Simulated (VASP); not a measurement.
# K3Br (Pm-3m) in VASP: further runs, part 2 of 2

VASP 6.6.1. Earlier steps stand in the parts before.

### 3 Relaxation of cell and atoms, r2SCAN

This run uses another cell than the first one, of 34.11 Å³/atom, 0.693 times its volume.

The input, POSCAR:

```
K3Br
1.0
    5.1478838134      0.0000000000      0.0000000000
    0.0000000000      5.1478838134      0.0000000000
    0.0000000000      0.0000000000      5.1478838134
K Br
3 1
Direct
    0.0000000000      0.5000000000      0.5000000000
    0.5000000000      0.0000000000      0.5000000000
    0.5000000000      0.5000000000      0.0000000000
    0.0000000000      0.0000000000      0.0000000000
```

The input, INCAR.step1:

```
SYSTEM = K3Br
PREC = Accurate
ENCUT = 600
ISMEAR = 0
SIGMA = 0.1
LREAL = .FALSE.
LASPH = .TRUE.
NELM = 60
GGA = PE
ALGO = Normal
EDIFF = 1E-4
LWAVE = .TRUE.
LCHARG = .FALSE.
```

The input, INCAR.step2:

```
SYSTEM = K3Br
PREC = Accurate
ENCUT = 600
EDIFF = 1E-6
ISMEAR = 0
SIGMA = 0.1
LREAL = .FALSE.
LASPH = .TRUE.
NELM = 60
ALGO = Normal
ISIF = 3
LWAVE = .FALSE.
LCHARG = .FALSE.
METAGGA = R2SCAN
LMIXTAU = .TRUE.
IBRION = 2
NSW = 90
EDIFFG = -0.04
ISTART = 1
```

The input, KPOINTS:

```
regular mesh
0
G
  4 4 4
  0 0 0
```

Potentials or basis: VASP PAW PBE potentials, release 64 (K_sv, Br).

On the command line:

```console
cat potpaw_PBE.64/K_sv/POTCAR potpaw_PBE.64/Br/POTCAR > POTCAR
cp INCAR.step1 INCAR
mpirun -np 1 vasp_std > vasp.out
cp INCAR.step2 INCAR
mpirun -np 1 vasp_std > vasp.out
```

OUTCAR:

```text
SYSTEM = K3Br
   PREC = Accurate
   ENCUT = 600
   EDIFF = 1E-6
   ISMEAR = 0
   LREAL = .FALSE.
   LASPH = .TRUE.
   NELM = 60
   ISIF = 3
   METAGGA = R2SCAN
   IBRION = 2
   NSW = 90
   EDIFFG = -0.04
   ISTART = 1

 ion  position               nearest neighbor table
   1  0.000  0.500  0.500-   2 3.64   3 3.64   3 3.64   2 3.64   2 3.64   3 3.64   3 3.64   2 3.64

   2  0.500  0.000  0.500-   1 3.64   3 3.64   3 3.64   1 3.64   3 3.64   3 3.64   1 3.64   1 3.64

   3  0.500  0.500  0.000-   1 3.64   2 3.64   1 3.64   2 3.64   2 3.64   2 3.64   1 3.64   1 3.64

   4  0.000  0.000  0.000-

  LATTYP: Found a simple cubic cell.
 ALAT       =     5.1478838134

[... 176 lines left out ...]
  Direction    XX          YY          ZZ          XY          YZ          ZX
  --------------------------------------------------------------------------------------
  -------------------------------------------------------------------------------------
  Total        4.5271807      4.5271807      4.5271807     -0.0000000     -0.0000000      0.0000000
  in kB       53.1682298     53.1682298     53.1682298     -0.0000000     -0.0000000      0.0000000
  external PRESSURE =      53.1682298 kB  Pullay stress =       0.0000000 kB
[... 139 lines left out ...]
--------------------------------------- Ionic step        5  -------------------------------------------

 number of electron      33.9999995 magnetization

 Free energy of the ion-electron system (eV)
  ---------------------------------------------------
  ext. energy  EPLUGINS =         0.00000000
  ---------------------------------------------------
  free energy    TOTEN  =       -34.00867541 eV

  energy without entropy =      -34.00331328  energy(sigma->0) =      -34.00599435

 E-fermi :   1.2132     XC(G=0):  -6.6222

 val. band max:        1.1776696019   @ k =   0.5000   0.5000   0.2500
 cond. band min:       1.5080087473   @ k =   0.5000   0.2500   0.0000
 fundamental gap:      0.3303391453
 Fermi energy:         1.2131898210

 k-point     1 :       0.0000    0.0000    0.0000
  band No.  band energies     occupation
      1     -32.8441      2.00000
      2     -32.8252      2.00000
      3     -32.8252      2.00000
      4     -15.6212      2.00000
      5     -15.6212      2.00000
      6     -15.6212      2.00000
[... 260 lines left out ...]
  FREE ENERGIE OF THE ION-ELECTRON SYSTEM (eV)
  ---------------------------------------------------
  free  energy   TOTEN  =       -34.0086754150 eV

  energy  without entropy=      -34.0033132836  energy(sigma->0) =      -34.00599435

 reached required accuracy - stopping structural energy minimisation
```

OUTCAR.step1:

```text
SYSTEM = K3Br
   PREC = Accurate
   ENCUT = 600
   ISMEAR = 0
   LREAL = .FALSE.
   LASPH = .TRUE.
   NELM = 60
[... 454 lines left out ...]
      2.57394      0.00000      2.57394         0.000000      0.000000      0.000000
      2.57394      2.57394      0.00000         0.000000      0.000000      0.000000
      0.00000      0.00000      0.00000         0.000000      0.000000      0.000000
 -----------------------------------------------------------------------------------
    total drift:                                0.000000     -0.000000     -0.000000

  FREE ENERGIE OF THE ION-ELECTRON SYSTEM (eV)
  ---------------------------------------------------
  free  energy   TOTEN  =        -6.3716028758 eV

  energy  without entropy=       -6.3662261964  energy(sigma->0) =       -6.36891454
```

Wall time 17 min (1 thread of Oxide Virtual Turin-like, shared host); peak memory 0.27 GiB.

What came out:

```yaml
Free_energy: -34.0087 eV
Relaxed_volume: 51.09 Å³/atom
Relaxed_cell: a = 5.890 Å, b = 5.890 Å, c = 5.890 Å, α = 90.00°, β = 90.00°, γ = 90.00°
Space_group_after_relaxing_to_0.05_Å: Pm-3m (No. 221)
Energy_gained_by_relaxing: 199.1 meV/atom
Ionic_steps: 5
Pressure_after_relaxing: 0.0 GPa
Band_gap_on_the_k_mesh: zero (band 17 reaches 1.89 eV, above the bottom of band 18 at 1.10 eV)
```

Step by step:
```tsv
step	energy change (eV)	largest force (eV/Å)	pressure (GPa)	volume (Å³)
1	0.0000	0.0000	5.32	136.42
2	-0.5371	0.0000	2.31	160.01
3	-0.7670	0.0000	0.59	187.33
4	-0.7945	0.0000	0.13	199.95
5	-0.7963	0.0000	0.01	204.35
```

Final structure:
```yaml
crystal:
  lattice:
    - [5.89011, 0.00000, 0.00000]
    - [0.00000, 5.89011, 0.00000]
    - [0.00000, 0.00000, 5.89011]
  atoms:
    - { symbol: K, position: [0.00000, 0.50000, 0.50000] }
    - { symbol: K, position: [0.50000, 0.00000, 0.50000] }
    - { symbol: K, position: [0.50000, 0.50000, 0.00000] }
    - { symbol: Br, position: [0.00000, 0.00000, 0.00000] }
```

Levels at points of the mesh, in eV from the Fermi level:
| k point | band 13 | band 14 | band 15 | band 16 | band 17 | band 18 | band 19 | band 20 | band 21 |
| --- | --- | --- | --- | --- | --- | --- | --- | --- | --- |
| (0.00, 0.00, 0.00) | -16.65 | -4.46 | -4.46 | -4.46 | -1.94 | 1.36 | 1.42 | 1.42 | 2.68 |
| (0.50, 0.00, 0.00) | -16.59 | -4.72 | -4.47 | -4.47 | -0.71 | -0.12 | 2.13 | 2.39 | 2.48 |
| (0.50, 0.50, 0.00) | -16.60 | -4.65 | -4.65 | -4.47 | -0.30 | 1.13 | 1.13 | 1.38 | 2.51 |
| (0.50, 0.50, 0.50) | -16.63 | -4.58 | -4.58 | -4.58 | 0.67 | 0.70 | 0.70 | 0.70 | 2.33 |

Caveat: the volume moved by over 15 % at a fixed basis, so the end points are rough; the PAW data sets were made with another functional, which shifts forces and pressure a little.
